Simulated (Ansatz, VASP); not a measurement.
## Two plane-wave programs on AlN

```xyz
4
Lattice="3.2624 0.0000 0.0000 -1.6312 2.8254 0.0000 0.0000 0.0000 4.0619" Properties=species:S:1:pos:R:3 pbc="T T T"
Al    0.0000    1.8836    3.0465
Al    1.6312    0.9418    1.0155
N     0.0000    1.8836    1.0155
N     1.6312    0.9418    3.0465
```

Change from the starting cell: strain -0.015 along x and y, -0.030 along z, atoms carried along.

Alike in both runs: task single point; functional LDA; k mesh 9 × 9 × 6; occupations gaussian, width 0.05 eV; no spin polarisation.

```csv
,VASP,Ansatz
version,VASP 6.6.1,Ansatz 0.2.0
potentials or method,"VASP PAW LDA potentials, release 64 (Al, N), cutoff 600 eV","scalar-relativistic, plane waves, PAW"
valence electrons in the cell,16,16
```

```csv
,VASP,Ansatz,Ansatz less VASP
gap on the k mesh at the Fermi level (eV),3.77,3.76,-0.008
least direct gap on the mesh (eV),3.77,3.76,-0.008
pressure (GPa),4.6,4.1,-0.53
"traceless stress, the component that is largest in VASP (GPa)",0.33,0.52,+0.189
```

LDA's correlation is that of Perdew and Zunger in VASP and of Perdew and Wang (1992) in Ansatz.
